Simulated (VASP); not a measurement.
# CsLiCr2Te2S3 (P3m1) in VASP: a series of runs

CsLiCr2Te2S3 is run at these levels: PBE, r2SCAN+D4; tasks: single point.

All numbers are computed with VASP 6.6.1; they aren't measurements. Logs are shortened: lines on timing, memory, paths and dates and some standing lists are left out, and cuts for length are marked.

### 1 The cell of the first run

The structure is trigonal, space group P3m1 (No. 156). The conventional cell has a = 3.609 Å, b = 3.609 Å, c = 19.033 Å, α = 90.00°, β = 90.00°, γ = 120.00°. Cs (site symmetry 3m) has 3 S at 3.38 Å and 6 Cs at 3.61 Å and 3 Te at 3.77 Å and 3 Cr at 4.44 Å within 4.5 Å. Within 3.7 Å of Li (site symmetry 3m) lie 6 S at 2.63 to 2.66 Å and 6 Cr at 3.53 to 3.57 Å and 6 Li at 3.61 Å. Cr (site symmetry 3m) has 3 S at 2.40 Å and 3 Te at 2.73 Å within 3.2 Å. Within 3.2 Å of Cr (site symmetry 3m) lie 6 S at 2.43 to 2.45 Å. Within 4.7 Å of Te (site symmetry 3m) lie 6 Te at 3.61 Å and 3 Cs at 3.77 Å. Within 3.7 Å of Te (site symmetry 3m) lie 3 Cr at 2.73 Å and 6 Te at 3.61 Å and 3 S at 3.62 Å. Within 3.3 Å of S (site symmetry 3m) lie 3 Cr at 2.45 Å and 3 Li at 2.63 Å and 3 S at 3.29 Å. S (site symmetry 3m) has 3 Cr at 2.40 Å and 3 Li at 2.66 Å within 3.2 Å.

### 2 Single point, PBE, collinear spin, ferromagnetic start

INCAR

```
SYSTEM = CsLiCr2Te2S3
  ALGO = Normal
  EDIFF = 1E-6
  ENCUT = 520
  GGA = PE
  ISIF = 2
  ISMEAR = -1
  ISPIN = 2
  LASPH = .TRUE.
  LCHARG = .TRUE.
  LELF = .TRUE.
  LMAXMIX = 4
  LORBIT = 11
  LREAL = .FALSE.
  LVHAR = .TRUE.
  LWAVE = .FALSE.
  MAGMOM = 0 0 3 3 0 0 0 0 0
  NBANDS = 47
  NELM = 150
  PREC = Accurate
  SIGMA = 0.05
```

KPOINTS

```
k-points
0
G
  6 6 1
  0 0 0
```

POSCAR

```
CsLiCr2Te2S3
1.0
    3.6092214803      0.0000000000      0.0000000000
   -1.8046107401      3.1256774898      0.0000000000
    0.0000000000      0.0000000000     19.0329695839
Cs Li Cr Te S
1 1 2 2 3
Direct
    0.0000000000      0.0000000000      0.3740161706
    0.6666666667      0.3333333333      0.0157608101
    0.0000000000      0.0000000000      0.8663502737
    0.3333333333      0.6666666667      0.1681810843
    0.3333333333      0.6666666667      0.5391215442
    0.6666666667      0.3333333333      0.7734395937
    0.0000000000      0.0000000000      0.1002013777
    0.3333333333      0.6666666667      0.9290349467
    0.6666666667      0.3333333333      0.2339041989
```

Potentials or basis: VASP PAW PBE potentials, release 64 (Cs_sv, Li_sv, Cr_pv, Te, S).

Launch:

```console
> cat potpaw_PBE.64/Cs_sv/POTCAR potpaw_PBE.64/Li_sv/POTCAR potpaw_PBE.64/Cr_pv/POTCAR potpaw_PBE.64/Te/POTCAR potpaw_PBE.64/S/POTCAR > POTCAR
> mpirun -np 1 vasp_std > vasp.out
```

OUTCAR:

```text
SYSTEM = CsLiCr2Te2S3
   EDIFF = 1E-6
   ENCUT = 520
   GGA = PE
   ISIF = 2
   ISMEAR = -1
   ISPIN = 2
   LASPH = .TRUE.
   LORBIT = 11
   LREAL = .FALSE.
   NELM = 150
   PREC = Accurate

 ion  position               nearest neighbor table
   1  0.000  0.000  0.374-
   2  0.667  0.333  0.016-   7 2.63   7 2.63   7 2.63   8 2.66   8 2.66   8 2.66
   3  0.000  0.000  0.866-   8 2.40   8 2.40   8 2.40   6 2.73   6 2.73   6 2.73
   4  0.333  0.667  0.168-   9 2.43   9 2.43   9 2.43   7 2.45   7 2.45   7 2.45
   5  0.333  0.667  0.539-
   6  0.667  0.333  0.773-   3 2.73   3 2.73   3 2.73
   7  0.000  0.000  0.100-   4 2.45   4 2.45   4 2.45   2 2.63   2 2.63   2 2.63
   8  0.333  0.667  0.929-   3 2.40   3 2.40   3 2.40   2 2.66   2 2.66   2 2.66
   9  0.667  0.333  0.234-   4 2.43   4 2.43   4 2.43

  LATTYP: Found a hexagonal cell.
 ALAT       =     3.6092214803
 C/A-ratio  =     5.2734279921

  Lattice vectors:

 A1 = (   3.6092214803,   0.0000000000,   0.0000000000)
 A2 = (  -1.8046107401,   3.1256774898,   0.0000000000)
 A3 = (   0.0000000000,   0.0000000000,  19.0329695839)

Analysis of symmetry for initial positions (statically):
=====================================================================
 Subroutine PRICEL returns:
 Original cell was already a primitive cell.

 Routine SETGRP: Setting up the symmetry group for a
 hexagonal supercell.

 Subroutine GETGRP returns: Found  6 space group operations
 (whereof  6 operations were pure point group operations)
 out of a pool of 24 trial point group operations.

The static configuration has the point symmetry C_3v.

Analysis of symmetry for dynamics (positions and initial velocities):
=====================================================================
 Subroutine PRICEL returns:
 Original cell was already a primitive cell.

 Routine SETGRP: Setting up the symmetry group for a
 hexagonal supercell.

 Subroutine GETGRP returns: Found  6 space group operations
 (whereof  6 operations were pure point group operations)
 out of a pool of 24 trial point group operations.

The dynamic configuration has the point symmetry C_3v.

Analysis of structural, dynamic, and magnetic symmetry:
=====================================================================
 Subroutine PRICEL returns:
 Original cell was already a primitive cell.

 Routine SETGRP: Setting up the symmetry group for a
 hexagonal supercell.

 Subroutine GETGRP returns: Found  6 space group operations
 (whereof  6 operations were pure point group operations)
 out of a pool of 24 trial point group operations.

The overall configuration has the point symmetry C_3v.

 Subroutine INISYM returns: Found  6 space group operations
 (whereof  6 operations are pure point group operations),
 and found     1 'primitive' translations

----------------------------------------------------------------------------------------

                                     Primitive cell

  volume of cell :     214.7159

  direct lattice vectors                    reciprocal lattice vectors
     3.609221480  0.000000000  0.000000000     0.277068062  0.159965320  0.000000000
    -1.804610740  3.125677490  0.000000000     0.000000000  0.319930640  0.000000000
     0.000000000  0.000000000 19.032969584     0.000000000  0.000000000  0.052540409

  length of vectors
     3.609221480  3.609221480 19.032969584     0.319930640  0.319930640  0.052540409

  position of ions in fractional coordinates (direct lattice)
     0.000000000  0.000000000  0.374016171
     0.666666667  0.333333333  0.015760810
     0.000000000  0.000000000  0.866350274
     0.333333333  0.666666667  0.168181084
     0.333333333  0.666666667  0.539121544
     0.666666667  0.333333333  0.773439594
     0.000000000  0.000000000  0.100201378
     0.333333333  0.666666667  0.929034947
     0.666666667  0.333333333  0.233904199

[... 48 lines left out ...]
   number of dos      NEDOS =    301   number of ions     NIONS =      9
   total plane-waves  NPLWV = 112896
   dimension x,y,z NGX =    28 NGY =   28 NGZ =  144
   dimension x,y,z NGXF=    56 NGYF=   56 NGZF=  288
   ions per type =               1   1   2   2   3
   NGX,Y,Z   is equivalent  to a cutoff of  12.90, 12.90, 12.58 a.u.
   NGXF,Y,Z  is equivalent  to a cutoff of  25.79, 25.79, 25.16 a.u.
 SYSTEM =  CsLiCr2Te2S3
   PREC   = accura    normal or accurate (medium, high low for compatibility)
   ISTART =      0    job   : 0-new  1-cont  2-samecut
   ICHARG =      2    charge: 1-file 2-atom 10-const
   ISPIN  =      2    spin polarized calculation?
   LNONCOLLINEAR =      F non collinear calculations
   LSORBIT =      F    spin-orbit coupling
   LASPH  =      T    aspherical Exc in radial PAW
   ENCUT  =  520.0 eV  38.22 Ry    6.18 a.u.   6.71  6.71 35.39*2*pi/ulx,y,z
   NELM   =    150;   NELMIN=  2; NELMDL= -5     # of ELM steps
   EDIFF  = 0.1E-05   stopping-criterion for ELM
   LREAL  =      F    real-space projection
   EDIFFG = 0.1E-04   stopping-criterion for IOM
   NSW    =      0    number of steps for IOM
   IBRION =     -1    ionic relax: 0-MD 1-quasi-New 2-CG
   NFREE  =      0    steps in history (QN), initial steepest desc. (CG)
   ISIF   =      2    stress and relaxation
   ISYM   =      2    0-nonsym 1-usesym 2-fastsym
   POTIM  = 0.5000    time-step for ionic-motion
   TEBEG  =    0.0;   TEEND  =   0.0 temperature during run
   PSTRESS=    0.0 pullay stress
   NELECT =      66.0000    total number of electrons
   NUPDOWN=      -1.0000    fix difference up-down
   EMIN   =  10.00;   EMAX   =-10.00  energy-range for DOS
   EFERMI =   0.00;   METHOD = LEGACY
   ISMEAR =    -1;   SIGMA  =   0.05  broadening in eV -4-tet -1-fermi 0-gaus
   EFERMI_NEDOS =   21; number of points for ismear=-14 and -15
   IALGO  =     38    algorithm
   IMIX   =      4    mixing-type and parameters
     AMIX     =   0.40;   BMIX     =  1.00
     AMIX_MAG =   1.60;   BMIX_MAG =  1.00
  volume/ion in A,a.u.               =      23.86       161.00
  Fermi-wavevector in a.u.,A,eV,Ry     =   1.104845  2.087854 16.608396  1.220683
  Thomas-Fermi vector in A             =   2.241324
   LORBIT       =     11    0 simple, 1 ext, 2 COOP (PROOUT), +10 PAW based schemes
   GGA     = PE    functional components
   LHFCALC =     F    Hartree Fock is set to
   AEXX    =    0.0000 exact exchange contribution
   IVDW    =     0    specifies the selected vdW correction
   LEPSILON=     F    determine dielectric tensor
   LRPA    =     F    only Hartree local field effects (RPA)
 spin polarized calculation
  energy-cutoff  :      520.00
  volume of cell :      214.72
 maximum number of plane-waves:      5807
 NGX is ok and might be reduce to    28
   NGX = 13   NGY = 13   NGZ = 71

 number of electron      65.9999997 magnetization       5.6342429

 Free energy of the ion-electron system (eV)
  ---------------------------------------------------
  ext. energy  EPLUGINS =         0.00000000
  ---------------------------------------------------
  free energy    TOTEN  =       -46.21691185 eV

  energy without entropy =      -46.19000839  energy(sigma->0) =      -46.20346012

 E-fermi :   5.0349     XC(G=0):  -9.3659

 val. band max:        5.0294186632   @ k =   0.1667   0.1667   0.0000
 cond. band min:       5.0475232175   @ k =   0.1667  -0.0000   0.0000
 fundamental gap:      0.0181045543
 Fermi energy:         5.0348578539

 spin component 1

 k-point     1 :       0.0000    0.0000    0.0000
  band No.  band energies     occupation
      1     -41.3937      1.00000
      2     -39.5957      1.00000
      3     -39.5713      1.00000
      4     -39.5713      1.00000
      5     -39.1334      1.00000
      6     -39.1308      1.00000
[... 325 lines left out ...]
     44       9.6040      0.00000
     45       9.6057      0.00000
 Fermi energy:         5.0348578539

 spin component 2

 k-point     1 :       0.0000    0.0000    0.0000
  band No.  band energies     occupation
      1     -41.3962      1.00000
      2     -36.6194      1.00000
      3     -36.6194      1.00000
      4     -36.6183      1.00000
      5     -36.3821      1.00000
      6     -36.2994      1.00000
[... 325 lines left out ...]
     44       9.6210      0.00000
     45       9.8789      0.00000
 [bands above 45 left out]

------------------------ aborting loop because EDIFF is reached ----------------------------------------

  FORCE on cell =-STRESS in cart. coord.  units (eV):
  Direction    XX          YY          ZZ          XY          YZ          ZX
  --------------------------------------------------------------------------------------
  -------------------------------------------------------------------------------------
  Total        0.0507324      0.0507324      0.0379962      0.0000000      0.0000000     -0.0000000
  in kB        0.3785574      0.3785574      0.2835218      0.0000000      0.0000000     -0.0000000
  external PRESSURE =       0.3468789 kB  Pullay stress =       0.0000000 kB

 VOLUME and BASIS-vectors are now :
 -----------------------------------------------------------------------------
  energy-cutoff  :      520.00
  volume of cell :      214.72
      direct lattice vectors                 reciprocal lattice vectors
     3.609221480  0.000000000  0.000000000     0.277068062  0.159965320  0.000000000
    -1.804610740  3.125677490  0.000000000     0.000000000  0.319930640  0.000000000
     0.000000000  0.000000000 19.032969584     0.000000000  0.000000000  0.052540409

 POSITION                                       TOTAL-FORCE (eV/Angst)
 -----------------------------------------------------------------------------------
      0.00000      0.00000      7.11864        -0.000000      0.000000      0.001793
      1.80461      1.04189      0.29998        -0.000000      0.000000     -0.000744
      0.00000      0.00000     16.48922         0.000000      0.000000     -0.001299
     -0.00000      2.08378      3.20099         0.000000     -0.000000     -0.007366
     -0.00000      2.08378     10.26108         0.000000      0.000000      0.014684
      1.80461      1.04189     14.72085        -0.000000     -0.000000     -0.006341
      0.00000      0.00000      1.90713        -0.000000      0.000000     -0.001958
     -0.00000      2.08378     17.68229         0.000000      0.000000      0.009580
      1.80461      1.04189      4.45189        -0.000000      0.000000     -0.008348
 -----------------------------------------------------------------------------------
    total drift:                               -0.000001      0.000000     -0.001028

  FREE ENERGIE OF THE ION-ELECTRON SYSTEM (eV)
  ---------------------------------------------------
  free  energy   TOTEN  =       -46.2169118537 eV

  energy  without entropy=      -46.1900083877  energy(sigma->0) =      -46.20346012

 total charge

# of ion       s       p       d       tot
------------------------------------------
    1        1.840   4.690   0.083   6.613
    2        2.007   0.036   0.000   2.044
    3        0.272   6.251   4.114  10.637
    4        0.269   6.259   4.039  10.567
    5        1.416   1.809   0.017   3.242
    6        1.394   1.946   0.036   3.376
    7        1.324   2.428   0.000   3.752
    8        1.324   2.423   0.000   3.747
    9        1.328   2.419   0.000   3.747
--------------------------------------------------
tot         11.175  28.262   8.288  47.725

 magnetization (x)

# of ion       s       p       d       tot
------------------------------------------
    1        0.001  -0.001   0.001   0.000
    2        0.000  -0.001   0.000  -0.001
    3        0.039   0.030   2.722   2.792
    4        0.042   0.039   2.857   2.938
    5       -0.000  -0.005  -0.000  -0.005
    6       -0.004  -0.172   0.002  -0.174
    7       -0.003  -0.058   0.000  -0.062
    8       -0.005  -0.075   0.000  -0.080
    9       -0.005  -0.070   0.000  -0.075
--------------------------------------------------
tot          0.065  -0.314   5.582   5.332
```

Wall time 5.7 min (1 thread of AMD EPYC 7R13 (Zen 3), shared host); peak memory 0.45 GiB.

Results:

```yaml
Free_energy: -46.2169 eV
Largest_force: 0.015 eV/Å
Net_moment: 5.63 μB per cell
Site_moments: Cs +0.00; Li -0.00; Cr +2.79, +2.94; Te -0.01, -0.17; S -0.06, -0.08, -0.07 μB
Valence_electrons_inside_the_program's_atomic_spheres: Cs 6.61; Li 2.04; Cr 10.64, 10.57; Te 3.24, 3.38; S 3.75
```

Forces on the atoms (eV/Å):
```
Cs   0.000  0.000  0.002
Li   0.000  0.000 -0.001
Cr   0.000  0.000 -0.001
Cr   0.000  0.000 -0.007
Te   0.000  0.000  0.015
Te   0.000  0.000 -0.006
S    0.000  0.000 -0.002
S    0.000  0.000  0.010
S    0.000  0.000 -0.008
```

Levels at points of the mesh, in eV from the Fermi level:
Spin up:
```tsv
k point	band 33	band 34	band 35	band 36	band 37	band 38	band 39	band 40
(0.00, 0.00, 0.00)	-0.49	0.41	0.41	1.21	1.60	1.60	1.96	1.96
(0.50, 0.00, 0.00)	-1.28	-1.06	-0.87	-0.84	0.39	0.77	1.20	1.38
```
Spin down:
```csv
k point,band 28,band 29,band 30,band 31,band 32,band 33
"(0.00, 0.00, 0.00)",0.69,0.69,0.93,0.93,1.11,1.15
"(0.50, 0.00, 0.00)",-1.89,-1.07,-0.94,0.37,0.38,0.75
```

Caveat: the cutoff is under 1.25 times the usual one of these potentials, so pressure, stress and relaxed cells hold a basis-set (Pulay) error; spin-orbit coupling is left out, which moves the levels of the heavy elements; the run started ferromagnetic, and an antiferromagnetic order may lie lower in energy. With open d or f shells a metallic result of PBE can be an artefact of self-interaction; +U or a hybrid may open a gap.

[end of part 1 of 2]
